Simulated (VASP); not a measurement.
# Pb (Fd-3m) in VASP: notebook

Pb is run at these levels: PBEsol; tasks: single point, relaxation of cell and atoms.

Everything below comes from runs of VASP 6.6.1. Logs are shortened: lines on timing, memory, paths and dates and some standing lists are left out, and cuts for length are marked.

### 1 The cell of the first run

Symmetry: Fd-3m, No. 227, cubic system. The conventional cell has a = 7.004 Å, b = 7.004 Å, c = 7.004 Å, α = 90.00°, β = 90.00°, γ = 90.00°. Within 4.0 Å of Pb (site symmetry -43m) lie 4 Pb at 3.03 Å.

### 2 Single point, PBEsol (volume scaled by 1.04)

Contents of INCAR:

```
PREC = Accurate
ENCUT = 520
EDIFF = 1E-6
ISMEAR = -1
SIGMA = 0.1
LREAL = F
LASPH = T
NELM = 80
ALGO = Normal
ISIF = 2
LWAVE = F
LCHARG = F
GGA = PS
NBANDS = 21
```

Contents of KPOINTS:

```
regular mesh
0
Gamma
  9 9 9
```

Contents of POSCAR:

```
Pb
1.0
    0.0000000000      3.5017527577      3.5017527577
    3.5017527577      0.0000000000      3.5017527577
    3.5017527577      3.5017527577      0.0000000000
Pb
2
Direct
    0.1250000000      0.1250000000      0.1250000000
    0.8750000000      0.8750000000      0.8750000000
```

Potentials or basis: VASP PAW PBE potentials, release 64 (Pb_d).

Run with:

```sh
> cat potpaw_PBE.64/Pb_d/POTCAR > POTCAR
> mpirun -np 1 vasp_std > vasp.out
```

OUTCAR:

```text
PREC = Accurate
   ENCUT = 520
   EDIFF = 1E-6
   ISMEAR = -1
   LREAL = F
   LASPH = T
   NELM = 80
   ISIF = 2
   GGA = PS

 ion  position               nearest neighbor table
   1  0.125  0.125  0.125-   2 3.03   2 3.03   2 3.03   2 3.03
   2  0.875  0.875  0.875-   1 3.03   1 3.03   1 3.03   1 3.03

  LATTYP: Found a face centered cubic cell.
 ALAT       =     7.0035055154

  Lattice vectors:

 A1 = (   0.0000000000,   3.5017527577,   3.5017527577)
 A2 = (   3.5017527577,   0.0000000000,   3.5017527577)
 A3 = (   3.5017527577,   3.5017527577,   0.0000000000)

Analysis of symmetry for initial positions (statically):
=====================================================================
 Subroutine PRICEL returns:
 Original cell was already a primitive cell.

 Routine SETGRP: Setting up the symmetry group for a
 face centered cubic supercell.

 Subroutine GETGRP returns: Found 48 space group operations
 (whereof 12 operations were pure point group operations)
 out of a pool of 48 trial point group operations.

The static configuration has the point symmetry D_3d.
 The point group associated with its full space group is O_h .

Analysis of symmetry for dynamics (positions and initial velocities):
=====================================================================
 Subroutine PRICEL returns:
 Original cell was already a primitive cell.

 Routine SETGRP: Setting up the symmetry group for a
 face centered cubic supercell.

 Subroutine GETGRP returns: Found 48 space group operations
 (whereof 12 operations were pure point group operations)
 out of a pool of 48 trial point group operations.

The dynamic configuration has the point symmetry D_3d.
 The point group associated with its full space group is O_h .

 Subroutine INISYM returns: Found 48 space group operations
 (whereof 12 operations are pure point group operations),
 and found     1 'primitive' translations

----------------------------------------------------------------------------------------

                                     Primitive cell

  volume of cell :      85.8789
[... 49 lines left out ...]
  0.333333  0.000000  0.000000      8.000000
  0.444444  0.000000  0.000000      8.000000
  0.111111  0.111111  0.000000      6.000000
[... 16 lines left out ...]
 -0.333333  0.333333  0.000000     12.000000
  0.444444  0.444444  0.000000      6.000000
 [... further k-points ...]
   k-points           NKPTS =     35   k-points in BZ     NKDIM =     35   number of bands    NBANDS=     21
   number of dos      NEDOS =    301   number of ions     NIONS =      2
   total plane-waves  NPLWV =  64000
   dimension x,y,z NGX =    40 NGY =   40 NGZ =   40
   dimension x,y,z NGXF=    80 NGYF=   80 NGZF=   80
   ions per type =               2
   NGX,Y,Z   is equivalent  to a cutoff of  13.43, 13.43, 13.43 a.u.
   NGXF,Y,Z  is equivalent  to a cutoff of  26.86, 26.86, 26.86 a.u.
 SYSTEM =  unknown system
   PREC   = accura    normal or accurate (medium, high low for compatibility)
   ISTART =      0    job   : 0-new  1-cont  2-samecut
   ICHARG =      2    charge: 1-file 2-atom 10-const
   ISPIN  =      1    spin polarized calculation?
   LNONCOLLINEAR =      F non collinear calculations
   LSORBIT =      F    spin-orbit coupling
   LASPH  =      T    aspherical Exc in radial PAW
   ENCUT  =  520.0 eV  38.22 Ry    6.18 a.u.   9.21  9.21  9.21*2*pi/ulx,y,z
   NELM   =     80;   NELMIN=  2; NELMDL= -5     # of ELM steps
   EDIFF  = 0.1E-05   stopping-criterion for ELM
   LREAL  =      F    real-space projection
[... 7 lines left out ...]
   TEBEG  =    0.0;   TEEND  =   0.0 temperature during run
   PSTRESS=    0.0 pullay stress
   NELECT =      28.0000    total number of electrons
   NUPDOWN=      -1.0000    fix difference up-down
   EMIN   =  10.00;   EMAX   =-10.00  energy-range for DOS
   EFERMI =   0.00;   METHOD = LEGACY
   ISMEAR =    -1;   SIGMA  =   0.10  broadening in eV -4-tet -1-fermi 0-gaus
   EFERMI_NEDOS =   21; number of points for ismear=-14 and -15
   IALGO  =     38    algorithm
   IMIX   =      4    mixing-type and parameters
     AMIX     =   0.40;   BMIX     =  1.00
     AMIX_MAG =   1.60;   BMIX_MAG =  1.00
  volume/ion in A,a.u.               =      42.94       289.77
  Fermi-wavevector in a.u.,A,eV,Ry     =   1.126762  2.129271 17.273843  1.269592
  Thomas-Fermi vector in A             =   2.263445
   LORBIT       =      0    0 simple, 1 ext, 2 COOP (PROOUT), +10 PAW based schemes
   GGA     = PS    functional components
   LHFCALC =     F    Hartree Fock is set to
   AEXX    =    0.0000 exact exchange contribution
   IVDW    =     0    specifies the selected vdW correction
   LEPSILON=     F    determine dielectric tensor
   LRPA    =     F    only Hartree local field effects (RPA)
 non-spin polarized calculation
  energy-cutoff  :      520.00
  volume of cell :       85.88
 maximum number of plane-waves:      2331
 NGX is ok and might be reduce to    40
   NGX = 19   NGY = 19   NGZ = 19

 number of electron      27.9999997 magnetization

 Free energy of the ion-electron system (eV)
  ---------------------------------------------------
  ext. energy  EPLUGINS =         0.00000000
  ---------------------------------------------------
  free energy    TOTEN  =        -7.34565270 eV

  energy without entropy =       -7.32603238  energy(sigma->0) =       -7.33584254

 E-fermi :   3.6877     XC(G=0):  -8.3866

 val. band max:        3.5652695251   @ k =   0.1111   0.1111   0.0000
 cond. band min:       3.8253051383   @ k =  -0.1111   0.1111   0.0000
 fundamental gap:      0.2600356133
 Fermi energy:         3.6877261983

 k-point     1 :       0.0000    0.0000    0.0000
  band No.  band energies     occupation
      1     -13.3394      2.00000
      2     -13.3394      2.00000
      3     -13.3394      2.00000
      4     -13.2700      2.00000
      5     -13.2700      2.00000
      6     -12.8932      2.00000
[... 565 lines left out ...]
     20      12.1703      0.00000
     21      13.6625      0.00000

 [... further k-points ...]
[... 5 lines left out ...]
  --------------------------------------------------------------------------------------
  -------------------------------------------------------------------------------------
  Total       -0.6245116     -0.6245116     -0.6245116     -0.0000000     -0.0000000      0.0000000
  in kB      -11.6510397    -11.6510397    -11.6510397     -0.0000000     -0.0000000      0.0000000
  external PRESSURE =     -11.6510397 kB  Pullay stress =       0.0000000 kB

 VOLUME and BASIS-vectors are now :
 -----------------------------------------------------------------------------
  energy-cutoff  :      520.00
  volume of cell :       85.88
      direct lattice vectors                 reciprocal lattice vectors
     0.000000000  3.501752758  3.501752758    -0.142785638  0.142785638  0.142785638
     3.501752758  0.000000000  3.501752758     0.142785638 -0.142785638  0.142785638
     3.501752758  3.501752758  0.000000000     0.142785638  0.142785638 -0.142785638

 POSITION                                       TOTAL-FORCE (eV/Angst)
 -----------------------------------------------------------------------------------
      0.87544      0.87544      0.87544         0.000000      0.000000      0.000000
      6.12807      6.12807      6.12807        -0.000000     -0.000000     -0.000000
 -----------------------------------------------------------------------------------
    total drift:                                0.000000      0.000000     -0.000000

  FREE ENERGIE OF THE ION-ELECTRON SYSTEM (eV)
  ---------------------------------------------------
  free  energy   TOTEN  =        -7.3456527009 eV

  energy  without entropy=       -7.3260323782  energy(sigma->0) =       -7.33584254
```

stdout:

```text
POSCAR found type information on POSCAR Pb
 POSCAR found :  1 types and       2 ions
 scaLAPACK will be used
 -----------------------------------------------------------------------------
|                                                                             |
|                                                                             |
|     You enforced a specific xc type in the INCAR file but a different       |
|     I HOPE YOU KNOW WHAT YOU ARE DOING!                                     |
|                                                                             |
 -----------------------------------------------------------------------------

 LDA part: xc-table for (Slater+PW92), standard interpolation
 POSCAR, INCAR and KPOINTS ok, starting setup
 FFT: planning ... GRIDC
 FFT: planning ... GRID_SOFT
 FFT: planning ... GRID
 WAVECAR not read
 entering main loop
```

Wall time 65 s (1 thread of Intel Xeon Platinum 8375C at 2.90GHz (Ice Lake), shared host); peak memory 0.25 GiB.

What came out:

```yaml
Free_energy: -7.3457 eV
Pressure: -1.2 GPa
Band_gap_on_the_k_mesh: zero (band 14 reaches 4.07 eV, above the bottom of band 15 at 3.02 eV)
```

Levels at points of the mesh, in eV from the Fermi level:
```
           k point  band 12  band 13  band 14  band 15  band 16  band 17
(0.00, 0.00, 0.00)    -4.23     0.38     0.38     0.38     2.37     2.37
```

Caveat: the PAW data sets were made with another functional, which shifts forces and pressure a little; spin-orbit coupling is left out, which moves the levels of the heavy elements.

### 3 Single point, PBEsol (volume scaled by 1.08)

Contents of INCAR:

```
SYSTEM = Pb
ALGO     = Normal         ! electronic algorithm
EDIFF    = 1E-7           ! SCF threshold, eV
ENCUT    = 520            ! plane-wave cutoff, eV
GGA      = PS             ! functional
ISIF     = 2              ! what is computed and relaxed
ISMEAR   = -1             ! smearing method
LASPH    = .True.         ! aspherical terms in the spheres
LCHARG   = .False.        ! write CHGCAR
LREAL    = .False.        ! projectors in reciprocal space
LWAVE    = .False.        ! write WAVECAR
NBANDS   = 21             ! bands
NELM     = 100            ! most SCF steps
PREC     = Accurate       ! precision mode
SIGMA    = 0.1            ! smearing width, eV
```

Contents of KPOINTS:

```
k-points
0
Gamma
  9 9 9
  0 0 0
```

Contents of POSCAR:

```
Pb
1.0
    0.0000000000      3.5460834481      3.5460834481
    3.5460834481      0.0000000000      3.5460834481
    3.5460834481      3.5460834481      0.0000000000
Pb
2
Direct
    0.1250000000      0.1250000000      0.1250000000
    0.8750000000      0.8750000000      0.8750000000
```

Potentials or basis: VASP PAW PBE potentials, release 64 (Pb_d).

Run with:

```sh
> cat potpaw_PBE.64/Pb_d/POTCAR > POTCAR
> mpirun -np 1 vasp_std > vasp.out
```

Wall time 66 s (1 thread of Intel Xeon Platinum 8375C at 2.90GHz (Ice Lake), shared host); peak memory 0.25 GiB.

Results (log left out):

* Free energy: -7.3139 eV
* Pressure: -2.0 GPa
* Band gap on the k mesh: zero (band 14 reaches 3.74 eV, above the bottom of band 15 at 2.75 eV)

Levels at points of the mesh, in eV from the Fermi level:
| k point | band 10 | band 11 | band 12 | band 13 | band 14 | band 15 | band 16 | band 17 | band 18 | band 19 |
| --- | --- | --- | --- | --- | --- | --- | --- | --- | --- | --- |
| (0.00, 0.00, 0.00) | -16.55 | -10.64 | -4.41 | 0.37 | 0.37 | 0.37 | 2.34 | 2.34 | 2.34 | 3.96 |

Caveat: the PAW data sets were made with another functional, which shifts forces and pressure a little; spin-orbit coupling is left out, which moves the levels of the heavy elements.

(Part 1 of 2 ends here.)
